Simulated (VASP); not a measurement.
Input of a VASP 6.6.1 run:

The input POSCAR:

```
ZnS
1.0
    3.8087369152      0.0000000000      0.0000000000
   -1.9043684576      3.2984629249      0.0000000000
    0.0000000000      0.0000000000     12.4664651431
Zn S
4 4
Direct
    0.0000000000      0.0000000000      0.0001143924
    0.0000000000      0.0000000000      0.5001143924
    0.3333333333      0.6666666667      0.2500706174
    0.6666666667      0.3333333333      0.7500706174
   -0.0078466562      0.0214374634      0.1872361436
    0.0000000000      0.0000000000      0.6872361436
    0.3333333333      0.6666666667      0.4375788466
    0.6666666667      0.3333333333      0.9375788466
```

The input INCAR.step1:

```
SYSTEM = ZnS
PREC = Accurate
ENCUT = 520
ISMEAR = 0
SIGMA = 0.05
LREAL = .FALSE.
LASPH = .TRUE.
NELM = 80
NBANDS = 46
GGA = PE
ALGO = Normal
EDIFF = 1E-4
LWAVE = .TRUE.
LCHARG = .FALSE.
```

INCAR.step2

```
SYSTEM = ZnS
PREC = Accurate
ENCUT = 520
EDIFF = 1E-6
ISMEAR = 0
SIGMA = 0.05
LREAL = .FALSE.
LASPH = .TRUE.
NELM = 80
ALGO = Normal
ISIF = 2
LWAVE = .FALSE.
LCHARG = .FALSE.
METAGGA = R2SCAN
LMIXTAU = .TRUE.
NBANDS = 46
ISTART = 1
```

Contents of KPOINTS:

```
Automatic mesh
0
G
  6 6 2
  0 0 0
```

Potentials or basis: VASP PAW PBE potentials, release 64 (Zn, S).

Launch:

```console
$ cat potpaw_PBE.64/Zn/POTCAR potpaw_PBE.64/S/POTCAR > POTCAR
$ cp INCAR.step1 INCAR
$ mpirun -np 1 vasp_std > vasp.out
$ cp INCAR.step2 INCAR
$ mpirun -np 1 vasp_std > vasp.out
```

Task: What does it give for the largest force?

Result: 0.619 eV/Å.

Task: Estimate the pressure.

Result: 0.1 GPa.

Forces in eV/Å, atoms in the order of the input:
```
Zn  -0.012  0.013  0.002
Zn  -0.001  0.000 -0.007
Zn  -0.316  0.418  0.048
Zn  -0.003  0.003 -0.009
S    0.382 -0.484 -0.057
S   -0.001  0.001  0.007
S   -0.018  0.020  0.009
S   -0.030  0.029  0.006
```

Caveat: the cell differs from its parent crystal (atom 5 (S) moved -0.100 Å along Cartesian [1 -1 0]); the PAW data sets were made with another functional, which shifts forces and pressure a little.
